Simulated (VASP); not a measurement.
Runs of VASP 6.6.1 on Bi. The structure is that of space group Pm-3m (No. 221), or close to it. The cells are those of the table. 

| task | spin | cell | k mesh | cutoff (eV) | gap on the mesh (eV) | pressure (GPa) |
| --- | --- | --- | --- | --- | --- | --- |
| single point | off | a = 3.319 Å, 1 atom | 11 × 11 × 11 | 520 | none | -4.7 |
| single point | off | a = 3.279 Å, 1 atom | 11 × 11 × 11 | 520 | none | (a) |
| single point | off | a = 3.238 Å, 1 atom | 11 × 11 × 11 | 520 | none | (c) |
| single point | non-collinear, zero start, SOC | a = 3.196 Å, 1 atom | 10 × 10 × 10 | 520 | - | 1.1 |
| relaxation of cell and atoms | off | relaxed from a = 3.252 Å, 1 atom | 10 × 10 × 10 | 600 | none | 0.0 |
| single point | off | a = 3.196 Å, 1 atom | 11 × 11 × 11 | 520 | none | 0.3 |
| single point | off | a = 3.062 Å, 1 atom | 11 × 11 × 11 | 520 | none | (b) |
| single point | off | a = 3.196 Å, 1 atom | 10 × 10 × 10 | 520 | none | 0.1 |
| single point | off | a = 3.108 Å, 1 atom | 11 × 11 × 11 | 520 | none | 6.2 |
| single point | off | a = 3.196 Å, 1 atom | 16 × 16 × 16 | 520 | none | 0.1 |
| single point | off | a = 3.152 Å, 1 atom | 11 × 11 × 11 | 520 | none | 2.9 |

Alike in all rows: level LDA; potentials or basis VASP PAW LDA potentials, release 64 (Bi_d); smearing fermi-dirac 0.1 eV.

Task: Fill in the values left out.

Result: (a) -3.5; (b) 10.3; (c) -1.8.

Caveats: spin-orbit coupling is left out, which moves the levels of the heavy elements (some runs).

A k mesh can miss the band edges, and rows without SOC leave out spin-orbit coupling on Bi.

A gap of «none» marks levels without a gap at the run's occupations.
